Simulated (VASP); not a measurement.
# NaCl (Fm-3m) in VASP: single point with PBE

Aim: the single point of NaCl with PBE.

All numbers are computed with VASP 6.6.1; they aren't measurements. Logs are shortened: lines on timing, memory, paths and dates and some standing lists are left out, and cuts for length are marked.

## (1) The cell of the first run

It takes space group Fm-3m (No. 225, cubic). The conventional cell has a = 5.620 Å, b = 5.620 Å, c = 5.620 Å, α = 90.00°, β = 90.00°, γ = 90.00°. Within 3.7 Å of Na (site symmetry m-3m) lie 6 Cl at 2.81 Å. Cl (site symmetry m-3m) has 6 Na at 2.81 Å within 3.7 Å.

## (2) Single point, PBE

Contents of INCAR:

```
PREC = Accurate
ENCUT = 500
EDIFF = 1E-6
ISMEAR = 0
SIGMA = 0.01
LREAL = F
LASPH = T
NELM = 120
ALGO = Normal
ISIF = 2
LWAVE = F
LCHARG = F
GGA = PE
NBANDS = 14
GGA_COMPAT = F
```

Contents of KPOINTS:

```
regular mesh
0
Gamma
  4 4 4
```

Contents of POSCAR:

```
NaCl
1.0
    0.0000000000      2.8100000000      2.8100000000
    2.8100000000      0.0000000000      2.8100000000
    2.8100000000      2.8100000000      0.0000000000
Na Cl
1 1
Direct
    0.0000000000      0.0000000000      0.0000000000
    0.5000000000      0.5000000000      0.5000000000
```

Potentials or basis: VASP PAW PBE potentials, release 64 (Na_pv, Cl).

Run with:

```bash
$ cat potpaw_PBE.64/Na_pv/POTCAR potpaw_PBE.64/Cl/POTCAR > POTCAR
$ mpirun -np 1 vasp_std > vasp.out
```

OUTCAR:

```text
PREC = Accurate
   ENCUT = 500
   EDIFF = 1E-6
   ISMEAR = 0
   LREAL = F
   LASPH = T
   NELM = 120
   ISIF = 2
   GGA = PE

 ion  position               nearest neighbor table
   1  0.000  0.000  0.000-
   2  0.500  0.500  0.500-

  LATTYP: Found a face centered cubic cell.
 ALAT       =     5.6200000000

  Lattice vectors:

 A1 = (   0.0000000000,   2.8100000000,   2.8100000000)
 A2 = (   2.8100000000,   0.0000000000,   2.8100000000)
 A3 = (   2.8100000000,   2.8100000000,   0.0000000000)

Analysis of symmetry for initial positions (statically):
=====================================================================
 Subroutine PRICEL returns:
 Original cell was already a primitive cell.

 Routine SETGRP: Setting up the symmetry group for a
 face centered cubic supercell.

 Subroutine GETGRP returns: Found 48 space group operations
 (whereof 48 operations were pure point group operations)
 out of a pool of 48 trial point group operations.

The static configuration has the point symmetry O_h .

Analysis of symmetry for dynamics (positions and initial velocities):
=====================================================================
 Subroutine PRICEL returns:
 Original cell was already a primitive cell.

 Routine SETGRP: Setting up the symmetry group for a
 face centered cubic supercell.

 Subroutine GETGRP returns: Found 48 space group operations
 (whereof 48 operations were pure point group operations)
 out of a pool of 48 trial point group operations.

The dynamic configuration has the point symmetry O_h .

 Subroutine INISYM returns: Found 48 space group operations
 (whereof 48 operations are pure point group operations),
 and found     1 'primitive' translations

----------------------------------------------------------------------------------------

                                     Primitive cell

  volume of cell :      44.3761

  direct lattice vectors                    reciprocal lattice vectors
     0.000000000  2.810000000  2.810000000    -0.177935943  0.177935943  0.177935943
     2.810000000  0.000000000  2.810000000     0.177935943 -0.177935943  0.177935943
     2.810000000  2.810000000  0.000000000     0.177935943  0.177935943 -0.177935943

  length of vectors
     3.973940110  3.973940110  3.973940110     0.308194094  0.308194094  0.308194094

  position of ions in fractional coordinates (direct lattice)
     0.000000000  0.000000000  0.000000000
     0.500000000  0.500000000  0.500000000

  ion indices of the primitive-cell ions
   primitive index   ion index
                 1           1
                 2           2

----------------------------------------------------------------------------------------

 KPOINTS: regular mesh

Automatic generation of k-mesh.
 Grid dimensions read from file:
 generate k-points for:    4    4    4

 Generating k-lattice:

  Cartesian coordinates                     Fractional coordinates (reciprocal lattice)
    -0.044483986  0.044483986  0.044483986     0.250000000  0.000000000  0.000000000
     0.044483986 -0.044483986  0.044483986     0.000000000  0.250000000  0.000000000
     0.044483986  0.044483986 -0.044483986     0.000000000  0.000000000  0.250000000

  Length of vectors
     0.077048523  0.077048523  0.077048523

  Shift w.r.t. Gamma in fractional coordinates (k-lattice)
     0.000000000  0.000000000  0.000000000

 Subroutine IBZKPT returns following result:
 ===========================================

 Found      8 irreducible k-points:

 Following reciprocal coordinates:
            Coordinates               Weight
  0.000000  0.000000  0.000000      1.000000
  0.250000  0.000000  0.000000      8.000000
  0.500000  0.000000  0.000000      4.000000
  0.250000  0.250000  0.000000      6.000000
  0.500000  0.250000  0.000000     24.000000
 -0.250000  0.250000  0.000000     12.000000
  0.500000  0.500000  0.000000      3.000000
 -0.250000  0.500000  0.250000      6.000000
   k-points           NKPTS =      8   k-points in BZ     NKDIM =      8   number of bands    NBANDS=     14
   number of dos      NEDOS =    301   number of ions     NIONS =      2
   total plane-waves  NPLWV =  27000
   dimension x,y,z NGX =    30 NGY =   30 NGZ =   30
   dimension x,y,z NGXF=    60 NGYF=   60 NGZF=   60
   ions per type =               1   1
   NGX,Y,Z   is equivalent  to a cutoff of  12.55, 12.55, 12.55 a.u.
   NGXF,Y,Z  is equivalent  to a cutoff of  25.10, 25.10, 25.10 a.u.
 SYSTEM =  unknown system
   PREC   = accura    normal or accurate (medium, high low for compatibility)
   ISTART =      0    job   : 0-new  1-cont  2-samecut
   ICHARG =      2    charge: 1-file 2-atom 10-const
   ISPIN  =      1    spin polarized calculation?
   LNONCOLLINEAR =      F non collinear calculations
   LSORBIT =      F    spin-orbit coupling
   LASPH  =      T    aspherical Exc in radial PAW
   ENCUT  =  500.0 eV  36.75 Ry    6.06 a.u.   7.25  7.25  7.25*2*pi/ulx,y,z
   NELM   =    120;   NELMIN=  2; NELMDL= -5     # of ELM steps
   EDIFF  = 0.1E-05   stopping-criterion for ELM
   LREAL  =      F    real-space projection
   EDIFFG = 0.1E-04   stopping-criterion for IOM
   NSW    =      0    number of steps for IOM
   IBRION =     -1    ionic relax: 0-MD 1-quasi-New 2-CG
   NFREE  =      0    steps in history (QN), initial steepest desc. (CG)
   ISIF   =      2    stress and relaxation
   ISYM   =      2    0-nonsym 1-usesym 2-fastsym
   POTIM  = 0.5000    time-step for ionic-motion
   TEBEG  =    0.0;   TEEND  =   0.0 temperature during run
   PSTRESS=    0.0 pullay stress
   NELECT =      14.0000    total number of electrons
   NUPDOWN=      -1.0000    fix difference up-down
   EMIN   =  10.00;   EMAX   =-10.00  energy-range for DOS
   EFERMI =   0.00;   METHOD = LEGACY
   ISMEAR =     0;   SIGMA  =   0.01  broadening in eV -4-tet -1-fermi 0-gaus
   EFERMI_NEDOS =   21; number of points for ismear=-14 and -15
   IALGO  =     38    algorithm
   IMIX   =      4    mixing-type and parameters
     AMIX     =   0.40;   BMIX     =  1.00
     AMIX_MAG =   1.60;   BMIX_MAG =  1.00
  volume/ion in A,a.u.               =      22.19       149.73
  Fermi-wavevector in a.u.,A,eV,Ry     =   1.114469  2.106040 16.898985  1.242040
  Thomas-Fermi vector in A             =   2.251064
   LORBIT       =      0    0 simple, 1 ext, 2 COOP (PROOUT), +10 PAW based schemes
   GGA     = PE    functional components
   LHFCALC =     F    Hartree Fock is set to
   AEXX    =    0.0000 exact exchange contribution
   IVDW    =     0    specifies the selected vdW correction
   LEPSILON=     F    determine dielectric tensor
   LRPA    =     F    only Hartree local field effects (RPA)
 non-spin polarized calculation
 Gauss-broadening in eV      SIGMA  =   0.01
  energy-cutoff  :      500.00
  volume of cell :       44.38
 maximum number of plane-waves:      1158
 NGX is ok and might be reduce to    30
   NGX = 15   NGY = 15   NGZ = 15

 number of electron      14.0000000 magnetization

 Free energy of the ion-electron system (eV)
  ---------------------------------------------------
  ext. energy  EPLUGINS =         0.00000000
  ---------------------------------------------------
  free energy    TOTEN  =        -6.76993787 eV

  energy without entropy =       -6.76993787  energy(sigma->0) =       -6.76993787

 E-fermi :  -0.6119     XC(G=0):  -8.2111

 val. band max:       -0.6671732064   @ k =   0.0000   0.0000   0.0000
 cond. band min:       4.4798689361   @ k =   0.0000   0.0000   0.0000
 fundamental gap:      5.1470421425
 Fermi energy:        -0.6118853165

 k-point     1 :       0.0000    0.0000    0.0000
  band No.  band energies     occupation
      1     -21.4689      2.00000
      2     -21.4689      2.00000
      3     -21.4689      2.00000
      4     -13.3501      2.00000
      5      -0.6672      2.00000
      6      -0.6672      2.00000
      7      -0.6672      2.00000
      8       4.4799      0.00000
      9      10.4627      0.00000
     10      10.4627      0.00000
     11      10.4627      0.00000
     12      12.6373      0.00000
     13      12.6373      0.00000
     14      14.2623      0.00000

 k-point     2 :       0.2500    0.0000    0.0000
  band No.  band energies     occupation
      1     -21.4844      2.00000
      2     -21.4700      2.00000
      3     -21.4700      2.00000
      4     -13.1813      2.00000
      5      -1.7813      2.00000
      6      -0.8061      2.00000
      7      -0.8061      2.00000
      8       5.9573      0.00000
      9       9.3723      0.00000
     10      10.7517      0.00000
     11      10.7517      0.00000
     12      12.5986      0.00000
     13      12.5986      0.00000
     14      15.0332      0.00000

 k-point     3 :       0.5000    0.0000    0.0000
  band No.  band energies     occupation
      1     -21.4996      2.00000
      2     -21.4712      2.00000
      3     -21.4712      2.00000
      4     -13.0022      2.00000
      5      -2.6232      2.00000
      6      -0.9367      2.00000
      7      -0.9367      2.00000
      8       6.6241      0.00000
      9      10.0439      0.00000
     10      10.3300      0.00000
     11      10.3300      0.00000
     12      14.3884      0.00000
     13      15.5447      0.00000
     14      15.5447      0.00000
[... 52 lines left out ...]
 k-point     7 :       0.5000    0.5000    0.0000
  band No.  band energies     occupation
      1     -21.4900      2.00000
      2     -21.4774      2.00000
      3     -21.4774      2.00000
      4     -12.9542      2.00000
      5      -2.3534      2.00000
      6      -1.2728      2.00000
      7      -1.2728      2.00000
      8       6.8978      0.00000
      9       7.4020      0.00000
     10      10.7280      0.00000
     11      14.2038      0.00000
     12      14.2038      0.00000
     13      14.6509      0.00000
     14      16.4066      0.00000

 k-point     8 :      -0.2500    0.5000    0.2500
  band No.  band energies     occupation
      1     -21.4836      2.00000
      2     -21.4836      2.00000
      3     -21.4796      2.00000
      4     -12.9364      2.00000
      5      -1.8729      2.00000
      6      -1.8729      2.00000
      7      -1.4336      2.00000
      8       8.2023      0.00000
      9       9.0643      0.00000
     10       9.0643      0.00000
     11      10.7434      0.00000
     12      15.1238      0.00000
     13      15.1238      0.00000
     14      15.6921      0.00000

------------------------ aborting loop because EDIFF is reached ----------------------------------------

  FORCE on cell =-STRESS in cart. coord.  units (eV):
  Direction    XX          YY          ZZ          XY          YZ          ZX
  --------------------------------------------------------------------------------------
  -------------------------------------------------------------------------------------
  Total        0.2802698      0.2802698      0.2802698      0.0000000     -0.0000000      0.0000000
  in kB       10.1190061     10.1190061     10.1190061      0.0000000     -0.0000000      0.0000000
  external PRESSURE =      10.1190061 kB  Pullay stress =       0.0000000 kB

 VOLUME and BASIS-vectors are now :
 -----------------------------------------------------------------------------
  energy-cutoff  :      500.00
  volume of cell :       44.38
      direct lattice vectors                 reciprocal lattice vectors
     0.000000000  2.810000000  2.810000000    -0.177935943  0.177935943  0.177935943
     2.810000000  0.000000000  2.810000000     0.177935943 -0.177935943  0.177935943
     2.810000000  2.810000000  0.000000000     0.177935943  0.177935943 -0.177935943

 POSITION                                       TOTAL-FORCE (eV/Angst)
 -----------------------------------------------------------------------------------
      0.00000      0.00000      0.00000         0.000000      0.000000     -0.000000
      2.81000      2.81000      2.81000         0.000000      0.000000      0.000000
 -----------------------------------------------------------------------------------
    total drift:                               -0.000000      0.000000      0.000000

  FREE ENERGIE OF THE ION-ELECTRON SYSTEM (eV)
  ---------------------------------------------------
  free  energy   TOTEN  =        -6.7699378730 eV

  energy  without entropy=       -6.7699378730  energy(sigma->0) =       -6.76993787
```

It took 9.5 s on 1 thread of AMD EPYC 7R13, shared host; peak memory 0.12 GiB.

Results:

```yaml
Free_energy: -6.7699 eV
Pressure: 1.0 GPa
Band_gap_on_the_k_mesh: 5.15 eV
```

Caveat: the k points lie up to 0.48 Å⁻¹ apart. PBE gaps usually lie below the measured ones, often by a third to a half.
